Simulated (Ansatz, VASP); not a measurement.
One calculation of Ga3N4, two programs

Contents of INCAR:

```
SYSTEM = Ga3N4
PREC = Accurate
ENCUT = 600
EDIFF = 1E-6
ISMEAR = 0
SIGMA = 0.1
LREAL = .False.
LASPH = .True.
NELM = 150
ALGO = Normal
ISIF = 3
LWAVE = .False.
LCHARG = .False.
ISPIN = 2
MAGMOM = 0 0 0 1 1 1 1
LORBIT = 11
GGA = PE
IBRION = 2
NSW = 90
EDIFFG = -0.04
```

KPOINTS

```
Automatic mesh
0
Gamma
  6 6 6
  0 0 0
```

File POSCAR:

```
Ga3N4
1.0
   -2.2101373800      2.2101373800      4.3746112500
    2.2101373800     -2.2101373800      4.3746112500
    2.2101373800      2.2101373800     -4.3746112500
Ga N
3 4
Direct
    0.2500000000      0.7500000000      0.5000000000
    0.5000000000      0.5000000000      0.0000000000
    0.7500000000      0.2500000000      0.5000000000
    0.0000000000      0.5000000000      0.5000000000
    0.2441151400      0.2441151400      0.0000000000
    0.5000000000      0.0000000000      0.5000000000
    0.7558848600      0.7558848600      0.0000000000
```

Input for Ansatz:

```yaml
crystal:
  lattice:
    - [-2.21013738, 2.21013738, 4.37461125]
    - [2.21013738, -2.21013738, 4.37461125]
    - [2.21013738, 2.21013738, -4.37461125]
  atoms:
    - { symbol: Ga, position: [0.25, 0.75, 0.5] }
    - { symbol: Ga, position: [0.5, 0.5, 0.0] }
    - { symbol: Ga, position: [0.75, 0.25, 0.5] }
    - { symbol: "N", position: [0.0, 0.5, 0.5], spin: 1.0 }
    - { symbol: "N", position: [0.24411514, 0.24411514, 0.0], spin: 1.0 }
    - { symbol: "N", position: [0.5, 0.0, 0.5], spin: 1.0 }
    - { symbol: "N", position: [0.75588486, 0.75588486, 0.0], spin: 1.0 }
basis:
  ecutwfc: 420
kpoints:
  mp_grid: { grid: [6, 6, 6] }
hamiltonian:
  xc: pbe
scf:
  occupations: { method: gaussian, width: 0.1 }
  lower_state_search: "off"
output:
  forces: true
  stress: true
  eigenvalues: true
  populations: true
magnetization:
  spin_polarized: true
relax:
  adjacent_minimum: "off"
  f_tol: 0.04
  max_steps: 70
  cell: { stress_tol: 0.4 }
```

Change from the starting cell: species swapped into the Ti3O4 type (I4/mmm, No. 139).

Alike in both runs: task relaxation of cell and atoms; functional PBE; k mesh 6 × 6 × 6; occupations gaussian, width 0.1 eV; collinear spin.

```csv
,VASP,Ansatz
version,VASP 6.6.1,Ansatz 0.2.0
potentials or method,"VASP PAW PBE potentials, release 64 (Ga_d, N), cutoff 600 eV","scalar-relativistic, plane waves, PAW"
valence electrons in the cell,59,59
```

```csv
,VASP,Ansatz,Ansatz less VASP
"gap on the k mesh at the Fermi level, each at its own relaxed structure (eV)",none,none,-
net moment per atom (μB),0.42,0.42,0.000
size of the moment on the site where the two differ most (μB),0.76,0.88,+0.123
relaxed volume (Å³/atom),10.79,10.80,+0.013
relaxed cell length with the largest relative difference (Å),5.199,5.200,+0.0007
```

Site moments also hang on the region over which each program counts them. A gap of «none» marks a metal or a gap that the smearing closes.
